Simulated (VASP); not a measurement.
Runs of VASP 6.6.1 on RbBr. The structure is that of space group Fm-3m (No. 225), or close to it. The cells are those of the table. 

```csv
task,level,cell,cutoff (eV),gap on the mesh (eV),pressure (GPa),relaxed volume (Å³/atom)
relaxation of cell and atoms,PBEsol,"relaxed from a = 4.847 Å, angles 60.0°, 2 atoms",500,(a),0.0,-
single point,revPBE+D3(BJ),"a = 4.916 Å, angles 60.0°, 2 atoms",500,(b),0.0,-
relaxation of cell and atoms,r2SCAN+D4,"relaxed from a = 4.847 Å, angles 60.0°, 2 atoms",550,4.92,0.0,41.05
single point,r2SCAN+D4,"a = 4.876 Å, angles 60.0°, 2 atoms",550,4.92,0.0,-
single point,PBEsol,"a = 4.844 Å, angles 60.0°, 2 atoms",500,4.22,0.0,-
relaxation of cell and atoms,revPBE+D3(BJ),"relaxed from a = 4.847 Å, angles 60.0°, 2 atoms",500,4.54,0.0,42.16
```

Alike in all rows: potentials or basis VASP PAW PBE potentials, release 64 (Rb_sv, Br); no spin polarisation; k mesh 4 × 4 × 4; smearing gaussian 0.01 eV.

Estimate the missing entries.

(a) 4.21; (b) 4.55.

Caveats: the PAW data sets were made with another functional, which shifts forces and pressure a little; the relaxation stopped at its first step, so nothing moved (at least some runs).

A k mesh can miss the band edges, and the runs leave out spin-orbit coupling on Br, Rb.
